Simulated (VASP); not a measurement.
A run of VASP 6.6.1 is set up as follows.

File INCAR:

```
PREC = Accurate ; ENCUT = 520
EDIFF = 1E-6 ; ISMEAR = 0
SIGMA = 0.1 ; LREAL = False
LASPH = True ; NELM = 60
ALGO = Normal ; ISIF = 2
LWAVE = False ; LCHARG = False
GGA = PS ; NBANDS = 21
```

KPOINTS

```
regular mesh
0
Gamma
  10 10 8
```

Contents of POSCAR:

```
HfH2
1.0
    3.5335545017      0.0000000000      0.0000000000
    0.0000000000      3.5335545017      0.0000000000
    0.0000000000      0.0000000000      4.3224250661
Hf H
2 4
Direct
    0.0000000000      0.0000000000      0.0000000000
    0.5000000000      0.5000000000      0.5000000000
    0.0000000000      0.5000000000      0.2500000000
    0.5000000000      0.0000000000      0.2500000000
    0.5000000000      0.0000000000      0.7500000000
    0.0000000000      0.5000000000      0.7500000000
```

Potentials or basis: VASP PAW PBE potentials, release 64 (Hf_pv, H).

Run with:

```bash
$ cat potpaw_PBE.64/Hf_pv/POTCAR potpaw_PBE.64/H/POTCAR > POTCAR
$ mpirun -np 1 vasp_std > vasp.out
```

Predict the band gap on the k mesh.

zero (band 12 reaches 5.71 eV, above the bottom of band 13 at 4.61 eV).

What does it give for the pressure?

-9.0 GPa.

Stress tensor (GPa, compression positive):
```
-9.23  0.00  0.00
 0.00 -9.23  0.00
 0.00  0.00 -8.50
```

Caveat: the cell differs from its parent crystal (equal strain along all axes, cell held: +2.0 %); the PAW data sets were made with another functional, which shifts forces and pressure a little; spin-orbit coupling is left out, which moves the levels of the heavy elements.
